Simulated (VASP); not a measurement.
Input of a VASP 6.6.1 run:

The input POSCAR:

```
AgWCl3
1.0
    4.7527385517      0.0000000000      0.0000000000
    0.0000000000      4.7527385517      0.0000000000
    0.0000000000      0.0000000000      4.7527385517
Ag W Cl
1 1 3
Direct
    0.0000000000      0.0000000000      0.0000000000
    0.5000000000      0.5000000000      0.5000000000
    0.0000000000      0.5000000000      0.5000000000
    0.5000000000      0.0000000000      0.5000000000
    0.5000000000      0.5000000000      0.0000000000
```

File INCAR.step1:

```
ALGO     = Normal         # electronic algorithm
EDIFF    = 1E-4           # SCF threshold, eV
ENCUT    = 520            # plane-wave cutoff, eV
GGA      = PE             # functional
ISMEAR   = 0              # smearing method
LASPH    = T              # aspherical terms in the spheres
LCHARG   = F              # write CHGCAR
LREAL    = F              # projectors in reciprocal space
LWAVE    = T              # write WAVECAR
NBANDS   = 31             # bands
NELM     = 80             # most SCF steps
PREC     = Accurate       # precision mode
SIGMA    = 0.1            # smearing width, eV
```

INCAR.step2

```
ALGO     = Normal         # electronic algorithm
EDIFF    = 1E-7           # SCF threshold, eV
ENCUT    = 520            # plane-wave cutoff, eV
ISIF     = 2              # what is computed and relaxed
ISMEAR   = 0              # smearing method
ISTART   = 1            
LASPH    = T              # aspherical terms in the spheres
LCHARG   = F              # write CHGCAR
LMIXTAU  = T            
LREAL    = F              # projectors in reciprocal space
LWAVE    = F              # write WAVECAR
METAGGA  = R2SCAN         # meta-GGA
NBANDS   = 31             # bands
NELM     = 80             # most SCF steps
PREC     = Accurate       # precision mode
SIGMA    = 0.1            # smearing width, eV
```

KPOINTS

```
k-points
0
Gamma
  4 4 4
```

Potentials or basis: VASP PAW PBE potentials, release 64 (Ag, W_sv, Cl).

Command:

```bash
$ cat potpaw_PBE.64/Ag/POTCAR potpaw_PBE.64/W_sv/POTCAR potpaw_PBE.64/Cl/POTCAR > POTCAR
$ cp INCAR.step1 INCAR
$ mpirun -np 1 vasp_std > vasp.out
$ cp INCAR.step2 INCAR
$ mpirun -np 1 vasp_std > vasp.out
```

(1) What does it give for the pressure?

(2) What does it give for the band gap on the k mesh?

Answers

(1) 1.3 GPa.

(2) zero (band 23 reaches 6.79 eV, above the bottom of band 24 at 3.97 eV).

Caveat: the PAW data sets were made with another functional, which shifts forces and pressure a little; spin-orbit coupling is left out, which moves the levels of the heavy elements.
